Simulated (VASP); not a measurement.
Wanted: the native input for a VASP 6.6.1 run.

```
Task                   : single point
Functional             : PBE
Potentials or basis    : VASP PAW PBE potentials, release 64 (In_d, Se)
Cutoff                 : 520 eV
k mesh                 : 6 × 6 × 6
Occupations            : gaussian, width 0.1 eV
Spin                   : no spin polarisation
Dipole correction      : no
Further INCAR settings : ALGO = Normal; EDIFF = 1e-06; NBANDS = 27
```

The structure of InSe lies in POSCAR:

```
InSe
1.0
    1.9999996503      1.1547003365      8.3166700000
   -1.9999996503      1.1547003365      8.3166700000
    0.0000000000     -2.3094006730      8.3166700000
In Se
2 2
Direct
    0.0000000000      0.0000000000      0.0000000000
    0.1122000000      0.1122000000      0.1122000000
    0.6155000000      0.6155000000      0.6155000000
    0.8300000000      0.8300000000      0.8300000000
```

These files were run (other wordings do the same):

INCAR

```
SYSTEM = InSe
ALGO = Normal
EDIFF = 1E-6
ENCUT = 520
GGA = PE
ISIF = 2
ISMEAR = 0
LASPH = .TRUE.
LCHARG = .FALSE.
LREAL = .FALSE.
LWAVE = .FALSE.
NBANDS = 27
NELM = 80
PREC = Accurate
SIGMA = 0.1
```

KPOINTS

```
k-points
0
G
  6 6 6
  0 0 0
```

Potentials or basis: VASP PAW PBE potentials, release 64 (In_d, Se).

Run with:

```bash
$ cat potpaw_PBE.64/In_d/POTCAR potpaw_PBE.64/Se/POTCAR > POTCAR
$ mpirun -np 1 vasp_std > vasp.out
```

It gave:

```json
{
 "Pressure": "3.0 GPa",
 "Largest force": "0.231 eV/Å",
 "Band gap on the k mesh": "0.38 eV"
}
```

Caveat: spin-orbit coupling is left out, which moves the levels of the heavy elements.

Wall time 7 min on 1 thread of AMD EPYC 7R43 64-Core Processor (Zen 3), on a shared host, peak memory 0.52 GiB.
